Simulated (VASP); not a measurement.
A run of VASP 6.6.1 is set up as follows.

The input INCAR:

```
SYSTEM = B16HN16
  ALGO = Normal
  EDIFF = 1E-7
  ENCUT = 520
  GGA = PE
  ISIF = 2
  ISMEAR = 0
  IVDW = 12
  LASPH = .True.
  LCHARG = .True.
  LELF = .True.
  LREAL = Auto
  LVHAR = .True.
  LWAVE = .False.
  NBANDS = 86
  NELECT = 130.0
  NELM = 100
  PREC = Accurate
  SIGMA = 0.02
```

Contents of KPOINTS:

```
Automatic mesh
0
Gamma
  2 2 2
  0.5 0.5 0.5
```

The input POSCAR:

```
B16HN16
1.0
   -5.0122276282      2.8938109704      3.2948837601
    0.0000000000     -5.7876219408      3.2948837600
    5.0122276282      2.8938109704      3.2948837601
B N H
16 16 1
Direct
    0.2445443898      0.7436381230      0.9972165108
    0.4885966979      0.4875396106      0.9900344191
    0.7463876579      0.2448507591      0.9987109947
    0.9983525883      0.7498311790      0.2528094332
    1.0010562832      0.9998234021      1.0033610469
    0.2375066325      0.4862454530      0.2401046789
    0.4887298258      0.2361898292      0.2415329521
    0.7107646076      0.7153504871      0.4688021330
    0.7529535764      0.9985283312      0.2542868786
    0.9977180658      0.4983834939      0.5030994682
    0.2445954509      0.2434081724      0.4975737859
    0.5078243750      0.7584624786      0.7592179854
    0.5078974781      1.0053964790      0.5124503440
    0.7522332785      0.4997900006      0.7517193354
    1.0007432030      0.2492083587      0.7533889143
    0.2535379514      1.0029407031      0.7568181667
    0.5805452308      0.0790429989      0.3335694165
    0.8374931553      0.8359906806      0.3359618630
    0.0791015074      0.5769426635      0.3308015684
    0.3365769330      0.0869453780      0.5904321236
    0.3154119824      0.3134853032      0.3190014044
    0.5973301504      0.8513946745      0.6053194124
    0.8361988055      0.5809537119      0.5886238563
    0.0844904340      0.0833566071      0.8372154257
    0.0825794093      0.3305057239      0.5851270162
    0.3364995084      0.8364753304      0.8407307979
    0.5803744510      0.5795411501      0.8328657770
    0.8346913202      0.0836850656      0.0865577002
    0.8342505523      0.3322939460      0.8370928015
    0.0829607060      0.8316127951      0.0846972592
    0.3150816406      0.5648620899      0.0670705581
    0.5694406573      0.3174268180      0.0713435665
    0.5738427195      0.6028758064      0.3544602250
```

Potentials or basis: VASP PAW PBE potentials, release 64 (B, N, H).

Command:

```bash
$ cat potpaw_PBE.64/B/POTCAR potpaw_PBE.64/N/POTCAR potpaw_PBE.64/H/POTCAR > POTCAR
$ mpirun -np 1 vasp_std > vasp.out
```

Problem. Estimate the largest force.

Solution. 0.176 eV/Å.

Problem. Estimate the dispersion energy per atom.

Solution. -0.142 eV.

Forces in eV/Å, atoms in the order of the input:
```
B    0.006 -0.003  0.003
B    0.007  0.000 -0.004
B    0.005 -0.002 -0.006
B    0.007 -0.003  0.010
B    0.005 -0.003  0.008
B    0.019 -0.011 -0.070
B    0.003 -0.005  0.000
B   -0.022  0.011  0.012
B    0.011 -0.004  0.024
B    0.007 -0.005  0.017
B    0.007 -0.002  0.004
B    0.002  0.002 -0.020
B   -0.001 -0.004 -0.017
B    0.006 -0.008  0.026
B    0.006 -0.003  0.010
B    0.004 -0.003  0.002
N    0.003 -0.010  0.009
N   -0.006 -0.007  0.039
N    0.008 -0.006 -0.036
N    0.004 -0.004 -0.003
N    0.004 -0.012  0.000
N    0.007 -0.004 -0.071
N    0.003  0.009  0.050
N    0.005 -0.003  0.005
N    0.005  0.000  0.013
N    0.006 -0.002 -0.003
N    0.009  0.000  0.005
N    0.003 -0.006  0.004
N    0.006 -0.001  0.006
N    0.002 -0.005  0.011
N    0.011  0.000  0.001
N    0.005 -0.005 -0.014
H   -0.146  0.099 -0.014
```

Caveat: the cell carries a net charge on a neutralising background, which shifts energy and pressure.
